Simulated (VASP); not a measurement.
A run of VASP 6.6.1:

The input POSCAR:

```
Mg
1.0
    3.1768261656      0.0000000000      0.0000000000
   -1.5884130828      2.7512121628      0.0000000000
    0.0000000000      0.0000000000     10.3188620100
Mg
4
Direct
    0.6666666667      0.3333333333      0.7500000000
    0.0000000000      0.0000000000      0.5000000000
    0.3333333333      0.6666666667      0.2500000000
    0.0000000000      0.0000000000      0.0000000000
```

Contents of INCAR.step1:

```
SYSTEM = Mg
PREC = Accurate
ENCUT = 520
EDIFF = 1E-5
ISMEAR = -1
SIGMA = 0.05
LREAL = .FALSE.
LASPH = .TRUE.
NELM = 100
ALGO = Normal
ISIF = 2
LWAVE = .TRUE.
LCHARG = .FALSE.
GGA = PE
NBANDS = 12
```

The input INCAR.step2:

```
SYSTEM = Mg
PREC = Accurate
ENCUT = 520
EDIFF = 1E-7
ISMEAR = -1
SIGMA = 0.05
LREAL = .FALSE.
LASPH = .TRUE.
NELM = 100
ALGO = Normal
ISIF = 2
LWAVE = .FALSE.
LCHARG = .FALSE.
GGA = PE
LHFCALC = .TRUE.
HFSCREEN = 0.2079
PRECFOCK = Normal
ISTART = 1
NBANDS = 12
```

File KPOINTS:

```
regular mesh
0
G
  5 5 2
  0 0 0
```

Potentials or basis: VASP PAW PBE potentials, release 64 (Mg).

Command:

```bash
$ cat potpaw_PBE.64/Mg/POTCAR > POTCAR
$ cp INCAR.step1 INCAR
$ mpirun -np 1 vasp_std > vasp.out
$ cp INCAR.step2 INCAR
$ mpirun -np 1 vasp_std > vasp.out
```

Hardware: 1 thread of Intel(R) Xeon(R) Platinum 8559C (Emerald Rapids), on a shared host.

How long does it take, and how much memory?

Wall time 4.3 min on 1 thread of Intel(R) Xeon(R) Platinum 8559C (Emerald Rapids) (shared host), peak memory 0.31 GiB. Counts: k points 10.
